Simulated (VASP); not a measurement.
# Pb (I4/mmm) in VASP: notebook, part 2 of 2

VASP 6.6.1. Earlier steps stand in the parts before.

## Step 4: Single point, PBEsol (strain +0.000 along x and y, -0.080 along z)

Input file INCAR:

```
SYSTEM = Pb
PREC = Accurate
ENCUT = 520
EDIFF = 1E-6
ISMEAR = 0
SIGMA = 0.15
LREAL = .FALSE.
LASPH = .TRUE.
NELM = 80
ALGO = Fast
ISIF = 2
LWAVE = .FALSE.
LCHARG = .TRUE.
GGA = PS
LELF = .TRUE.
LVHAR = .TRUE.
NBANDS = 13
```

Input file KPOINTS:

```
regular mesh
0
G
  16 16 16
  0 0 0
```

Input file POSCAR:

```
Pb
1.0
    0.0000000000      2.4698000000      2.2722160000
    2.4698000000      0.0000000000      2.2722160000
    2.4698000000      2.4698000000      0.0000000000
Pb
1
Direct
    0.0000000000      0.0000000000      0.0000000000
```

Potentials or basis: VASP PAW PBE potentials, release 64 (Pb_d).

Run with:

```console
$ cat potpaw_PBE.64/Pb_d/POTCAR > POTCAR
$ mpirun -np 1 vasp_std > vasp.out
```

OUTCAR:

```text
SYSTEM = Pb
   PREC = Accurate
   ENCUT = 520
   EDIFF = 1E-6
   ISMEAR = 0
   LREAL = .FALSE.
   LASPH = .TRUE.
   NELM = 80
   ISIF = 2
   GGA = PS

 ion  position               nearest neighbor table
   1  0.000  0.000  0.000-

  LATTYP: Found a body centered tetragonal cell.
 ALAT       =     3.4928246563
 C/A-ratio  =     1.3010764774

  Lattice vectors:

 A1 = (   0.0000000000,  -2.4698000000,  -2.2722160000)
 A2 = (   0.0000000000,   2.4698000000,  -2.2722160000)
 A3 = (   2.4698000000,   0.0000000000,   2.2722160000)

Analysis of symmetry for initial positions (statically):
=====================================================================
 Subroutine PRICEL returns:
 Original cell was already a primitive cell.

 Routine SETGRP: Setting up the symmetry group for a
 body centered tetragonal supercell.

 Subroutine GETGRP returns: Found 16 space group operations
 (whereof 16 operations were pure point group operations)
 out of a pool of 16 trial point group operations.

The static configuration has the point symmetry D_4h.

Analysis of symmetry for dynamics (positions and initial velocities):
=====================================================================
 Subroutine PRICEL returns:
 Original cell was already a primitive cell.

 Routine SETGRP: Setting up the symmetry group for a
 body centered tetragonal supercell.

 Subroutine GETGRP returns: Found 16 space group operations
 (whereof 16 operations were pure point group operations)
 out of a pool of 16 trial point group operations.

The dynamic configuration has the point symmetry D_4h.

 Subroutine INISYM returns: Found 16 space group operations
 (whereof 16 operations are pure point group operations),
 and found     1 'primitive' translations

----------------------------------------------------------------------------------------

                                     Primitive cell

  volume of cell :      27.7206

  direct lattice vectors                    reciprocal lattice vectors
     0.000000000  2.469800000  2.272216000    -0.202445542  0.202445542  0.220049502
     2.469800000  0.000000000  2.272216000     0.202445542 -0.202445542  0.220049502
     2.469800000  2.469800000  0.000000000     0.202445542  0.202445542 -0.220049502

  length of vectors
     3.356021095  3.356021095  3.492824656     0.361095802  0.361095802  0.361095802

  position of ions in fractional coordinates (direct lattice)
     0.000000000  0.000000000  0.000000000

  ion indices of the primitive-cell ions
   primitive index   ion index
                 1           1

----------------------------------------------------------------------------------------

 KPOINTS: regular mesh

Automatic generation of k-mesh.
 Grid dimensions read from file:
 generate k-points for:   16   16   16

 Generating k-lattice:

  Cartesian coordinates                     Fractional coordinates (reciprocal lattice)
    -0.012652846  0.012652846  0.013753094     0.062500000  0.000000000  0.000000000
     0.012652846 -0.012652846  0.013753094     0.000000000  0.062500000  0.000000000
     0.012652846  0.012652846 -0.013753094     0.000000000  0.000000000  0.062500000

  Length of vectors
     0.022568488  0.022568488  0.022568488

  Shift w.r.t. Gamma in fractional coordinates (k-lattice)
     0.000000000  0.000000000  0.000000000

 Subroutine IBZKPT returns following result:
 ===========================================

 Found    349 irreducible k-points:

 Following reciprocal coordinates:
            Coordinates               Weight
  0.000000  0.000000  0.000000      1.000000
  0.062500  0.000000  0.000000      8.000000
  0.125000  0.000000  0.000000      8.000000
  0.187500 -0.000000  0.000000      8.000000
  0.250000  0.000000  0.000000      8.000000
  0.312500  0.000000  0.000000      8.000000
[... 16 lines left out ...]
 -0.125000  0.062500  0.000000      8.000000
 -0.062500  0.062500  0.000000      4.000000
 [... further k-points ...]
   k-points           NKPTS =    349   k-points in BZ     NKDIM =    349   number of bands    NBANDS=     13
   number of dos      NEDOS =    301   number of ions     NIONS =      1
   total plane-waves  NPLWV =  21952
   dimension x,y,z NGX =    28 NGY =   28 NGZ =   28
   dimension x,y,z NGXF=    56 NGYF=   56 NGZF=   56
   ions per type =               1
   NGX,Y,Z   is equivalent  to a cutoff of  13.87, 13.87, 13.33 a.u.
   NGXF,Y,Z  is equivalent  to a cutoff of  27.74, 27.74, 26.65 a.u.
 SYSTEM =  Pb
   PREC   = accura    normal or accurate (medium, high low for compatibility)
   ISTART =      0    job   : 0-new  1-cont  2-samecut
   ICHARG =      2    charge: 1-file 2-atom 10-const
   ISPIN  =      1    spin polarized calculation?
   LNONCOLLINEAR =      F non collinear calculations
   LSORBIT =      F    spin-orbit coupling
   LASPH  =      T    aspherical Exc in radial PAW
   ENCUT  =  520.0 eV  38.22 Ry    6.18 a.u.   6.24  6.24  6.49*2*pi/ulx,y,z
   NELM   =     80;   NELMIN=  2; NELMDL= -5     # of ELM steps
   EDIFF  = 0.1E-05   stopping-criterion for ELM
   LREAL  =      F    real-space projection
   EDIFFG = 0.1E-04   stopping-criterion for IOM
   NSW    =      0    number of steps for IOM
   IBRION =     -1    ionic relax: 0-MD 1-quasi-New 2-CG
   NFREE  =      0    steps in history (QN), initial steepest desc. (CG)
   ISIF   =      2    stress and relaxation
   ISYM   =      2    0-nonsym 1-usesym 2-fastsym
   POTIM  = 0.5000    time-step for ionic-motion
   TEBEG  =    0.0;   TEEND  =   0.0 temperature during run
   PSTRESS=    0.0 pullay stress
   NELECT =      14.0000    total number of electrons
   NUPDOWN=      -1.0000    fix difference up-down
   EMIN   =  10.00;   EMAX   =-10.00  energy-range for DOS
   EFERMI =   0.00;   METHOD = LEGACY
   ISMEAR =     0;   SIGMA  =   0.15  broadening in eV -4-tet -1-fermi 0-gaus
   EFERMI_NEDOS =   21; number of points for ismear=-14 and -15
   IALGO  =     68    algorithm
   IMIX   =      4    mixing-type and parameters
     AMIX     =   0.40;   BMIX     =  1.00
     AMIX_MAG =   1.60;   BMIX_MAG =  1.00
  volume/ion in A,a.u.               =      27.72       187.07
  Fermi-wavevector in a.u.,A,eV,Ry     =   1.303716  2.463667 23.125501  1.699676
  Thomas-Fermi vector in A             =   2.434700
   LORBIT       =      0    0 simple, 1 ext, 2 COOP (PROOUT), +10 PAW based schemes
   GGA     = PS    functional components
   LHFCALC =     F    Hartree Fock is set to
   AEXX    =    0.0000 exact exchange contribution
   IVDW    =     0    specifies the selected vdW correction
   LEPSILON=     F    determine dielectric tensor
   LRPA    =     F    only Hartree local field effects (RPA)
 non-spin polarized calculation
 RMM-DIIS sequential band-by-band and
 Gauss-broadening in eV      SIGMA  =   0.15
  energy-cutoff  :      520.00
  volume of cell :       27.72
 maximum number of plane-waves:       764
 NGX is ok and might be reduce to    28
   NGX = 13   NGY = 13   NGZ = 13

 number of electron      14.0000003 magnetization

 Free energy of the ion-electron system (eV)
  ---------------------------------------------------
  ext. energy  EPLUGINS =         0.00000000
  ---------------------------------------------------
  free energy    TOTEN  =        -3.96638263 eV

  energy without entropy =       -3.96063218  energy(sigma->0) =       -3.96350741

 E-fermi :   8.1925     XC(G=0): -10.7804

 val. band max:        8.1759988870   @ k =  -0.4375   0.3750   0.1250
 cond. band min:       8.1977369916   @ k =  -0.3750   0.5000   0.1250
 fundamental gap:      0.0217381046
 Fermi energy:         8.1925306182

 k-point     1 :       0.0000    0.0000    0.0000
  band No.  band energies     occupation
      1      -8.9619      2.00000
      2      -8.9619      2.00000
      3      -8.8433      2.00000
      4      -8.7996      2.00000
      5      -8.6854      2.00000
      6      -4.2684      2.00000
      7      16.1722      0.00000
      8      16.3796      0.00000
      9      16.3796      0.00000
     10      18.0306      0.00000
     11      20.6720      0.00000
     12      21.3677      0.00000
     13      21.4048      0.00000
[... 353 lines left out ...]
 k-point    24 :      -0.0625    0.0625    0.0000
  band No.  band energies     occupation
      1      -8.9605      2.00000
      2      -8.9440      2.00000
      3      -8.8271      2.00000
      4      -8.8035      2.00000
      5      -8.6852      2.00000
      6      -4.0601      2.00000
      7      14.6009      0.00000
      8      15.1695      0.00000
      9      16.4077      0.00000
     10      17.9446      0.00000
     11      20.7384      0.00000
     12      21.2448      0.00000
     13      21.2768      0.00000

 [... further k-points ...]

------------------------ aborting loop because EDIFF is reached ----------------------------------------

  FORCE on cell =-STRESS in cart. coord.  units (eV):
  Direction    XX          YY          ZZ          XY          YZ          ZX
  --------------------------------------------------------------------------------------
  -------------------------------------------------------------------------------------
  Total        0.7013804      0.7013804      0.9238758      0.0000000     -0.0000000     -0.0000000
  in kB       40.5378813     40.5378813     53.3975063      0.0000000     -0.0000000     -0.0000000
  external PRESSURE =      44.8244229 kB  Pullay stress =       0.0000000 kB

 VOLUME and BASIS-vectors are now :
 -----------------------------------------------------------------------------
  energy-cutoff  :      520.00
  volume of cell :       27.72
      direct lattice vectors                 reciprocal lattice vectors
     0.000000000  2.469800000  2.272216000    -0.202445542  0.202445542  0.220049502
     2.469800000  0.000000000  2.272216000     0.202445542 -0.202445542  0.220049502
     2.469800000  2.469800000  0.000000000     0.202445542  0.202445542 -0.220049502

 POSITION                                       TOTAL-FORCE (eV/Angst)
 -----------------------------------------------------------------------------------
      0.00000      0.00000      0.00000         0.000000     -0.000000      0.000000
 -----------------------------------------------------------------------------------
    total drift:                               -0.000000     -0.000000     -0.000000

  FREE ENERGIE OF THE ION-ELECTRON SYSTEM (eV)
  ---------------------------------------------------
  free  energy   TOTEN  =        -3.9663826298 eV

  energy  without entropy=       -3.9606321835  energy(sigma->0) =       -3.96350741
```

OSZICAR:

```text
N       E                     dE             d eps       ncg     rms          rms(c)
DAV:   1     0.106326355936E+03    0.10633E+03   -0.71563E+03  9244   0.130E+03
DAV:   2     0.964179745200E+00   -0.10536E+03   -0.10198E+03  9614   0.316E+02
DAV:   3    -0.387634209579E+01   -0.48405E+01   -0.48222E+01 11288   0.725E+01
DAV:   4    -0.398318212357E+01   -0.10684E+00   -0.10675E+00 11062   0.113E+01
DAV:   5    -0.398783806353E+01   -0.46559E-02   -0.46557E-02 12755   0.220E+00    0.688E-01
RMM:   6    -0.397095018037E+01    0.16888E-01   -0.16504E-02 11025   0.190E+00    0.325E-01
RMM:   7    -0.396650590520E+01    0.44443E-02   -0.10117E-02 10920   0.116E+00    0.900E-02
RMM:   8    -0.396632469695E+01    0.18121E-03   -0.18694E-03 13167   0.620E-01    0.131E-02
RMM:   9    -0.396637373002E+01   -0.49033E-04   -0.51582E-04 13772   0.219E-01    0.135E-02
RMM:  10    -0.396638378779E+01   -0.10058E-04   -0.13582E-04 11740   0.207E-01    0.142E-02
RMM:  11    -0.396637962219E+01    0.41656E-05   -0.61521E-05 12954   0.103E-01    0.125E-03
RMM:  12    -0.396638231545E+01   -0.26933E-05   -0.27637E-05 11492   0.537E-02    0.118E-03
RMM:  13    -0.396638262976E+01   -0.31431E-06   -0.34401E-06  7750   0.252E-02
   1 F= -.39663826E+01 E0= -.39635074E+01  d E =-.575045E-02
```

stdout:

```text
POSCAR found type information on POSCAR Pb
 POSCAR found :  1 types and       1 ions
 scaLAPACK will be used
 -----------------------------------------------------------------------------
|                                                                             |
|                                                                             |
|     You enforced a specific xc type in the INCAR file but a different       |
|     I HOPE YOU KNOW WHAT YOU ARE DOING!                                     |
|                                                                             |
 -----------------------------------------------------------------------------

 LDA part: xc-table for (Slater+PW92), standard interpolation
 POSCAR, INCAR and KPOINTS ok, starting setup
 FFT: planning ... GRIDC
 FFT: planning ... GRID_SOFT
 FFT: planning ... GRID
 WAVECAR not read
 entering main loop
WARNING in EDDRMM: call to ZHEGV failed, returncode =   8  4     12
WARNING in EDDRMM: call to ZHEGV failed, returncode =   6  3     12
WARNING in EDDRMM: call to ZHEGV failed, returncode =   8  4     12
WARNING in EDDRMM: call to ZHEGV failed, returncode =   6  3     11
```

Wall time 4.4 min (1 thread of Intel Xeon 8259CL, shared host); peak memory 0.25 GiB.

What came out:

```yaml
Free_energy: -3.9664 eV
Pressure: 4.5 GPa
Band_gap_on_the_k_mesh: zero (bands 7 and 8 overlap by 10.06 eV)
```

Levels at points of the mesh, in eV from the Fermi level:
```csv
k point,band 5,band 6,band 7,band 8,band 9,band 10
"(0.00, 0.00, 0.00)",-16.88,-12.46,7.98,8.19,8.19,9.84
"(0.50, 0.00, 0.00)",-16.73,-8.25,-4.72,5.33,6.48,9.65
"(0.50, 0.50, 0.00)",-16.70,-5.95,-3.14,1.38,1.38,4.99
"(0.50, 0.00, 0.50)",-16.68,-6.98,-3.94,2.25,2.76,6.01
```

Caveat: the cell differs from its parent crystal (strain +0.000 along x and y, -0.080 along z); the cell stands under pressure; the PAW data sets were made with another functional, which shifts forces and pressure a little; spin-orbit coupling is left out, which moves the levels of the heavy elements.

## Step 5: Summary

```tsv
cell	gap on the mesh (eV)	pressure (GPa)
a = 3.429, b = 3.429, c = 3.213 Å, angles 62.1, 62.1, 55.9°, 1 atom	none	8.1
a = 3.504, b = 3.504, c = 3.213 Å, angles 62.7, 62.7, 54.6°, 1 atom	none	5.4
a = 3.356, b = 3.356, c = 3.493 Å, angles 58.6, 58.6, 62.7°, 1 atom	none	4.5
```

Alike in all rows: task single point; level PBEsol; potentials or basis VASP PAW PBE potentials, release 64 (Pb_d); no spin polarisation; k mesh 16 × 16 × 16; cutoff (eV) 520; smearing gaussian 0.15 eV.

Caveats: the cell stands under pressure; the PAW data sets were made with another functional, which shifts forces and pressure a little; spin-orbit coupling is left out, which moves the levels of the heavy elements.

Absolute energies hang on the potentials; compare differences alone.

The gap in the log of VASP goes by the Fermi energy; the results here count the filled bands.